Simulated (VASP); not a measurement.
Set up this calculation in VASP 6.6.1, as the native input.

- Task: single point
- Functional: PBEsol
- Potentials or basis: VASP PAW PBE potentials, release 64 (Ni, O)
- Cutoff: 520 eV
- k mesh: 12 × 12 × 12
- Occupations: gaussian, width 0.05 eV
- Spin: collinear spin, ferromagnetic start
- Starting moments: [1.62, 0.0] μB
- Dipole correction: no
- Further INCAR settings: ALGO = Normal; EDIFF = 1e-07; NBANDS = 19

The structure of NiO lies in POSCAR:

```
NiO
1.0
    0.0000000000      2.2409531277      2.2409531277
    2.2409531277      0.0000000000      2.2409531277
    2.2409531277      2.2409531277      0.0000000000
Ni O
1 1
Direct
    0.0000000000      0.0000000000      0.0000000000
    0.2500000000      0.2500000000      0.2500000000
```

These files were run (other wordings do the same):

INCAR

```
SYSTEM = NiO
PREC     = Accurate       ! precision mode
ENCUT    = 520            ! plane-wave cutoff, eV
EDIFF    = 1E-7           ! SCF threshold, eV
ISMEAR   = 0              ! smearing method
SIGMA    = 0.05           ! smearing width, eV
LREAL    = .FALSE.        ! projectors in reciprocal space
LASPH    = .TRUE.         ! aspherical terms in the spheres
NELM     = 150            ! most SCF steps
ALGO     = Normal         ! electronic algorithm
ISIF     = 2              ! what is computed and relaxed
LWAVE    = .FALSE.        ! write WAVECAR
LCHARG   = .FALSE.        ! write CHGCAR
ISPIN    = 2              ! spin polarisation
MAGMOM   = 1.62 0         ! initial moments
LORBIT   = 11             ! projections on sites
LMAXMIX  = 4              ! l up to which the mixer works
GGA      = PS             ! functional
NBANDS   = 19             ! bands
```

KPOINTS

```
Automatic mesh
0
G
  12 12 12
  0 0 0
```

Potentials or basis: VASP PAW PBE potentials, release 64 (Ni, O).

Command:

```sh
$ cat potpaw_PBE.64/Ni/POTCAR potpaw_PBE.64/O/POTCAR > POTCAR
$ mpirun -np 1 vasp_std > vasp.out
```

Results of the run:

- Pressure: -8.1 GPa
- Net moment: 1.82 μB per cell
- Site moments: Ni +1.43; O +0.34 μB
- Valence electrons inside the program's atomic spheres: Ni 9.12; O 4.94

Caveat: the PAW data sets were made with another functional, which shifts forces and pressure a little; a cell with one magnetic atom can't hold antiferromagnetic order, which such compounds often take.

It took 68 s on 1 thread of AMD EPYC 7R43 64-Core Processor (Zen 3), on a shared host, peak memory 0.14 GiB.
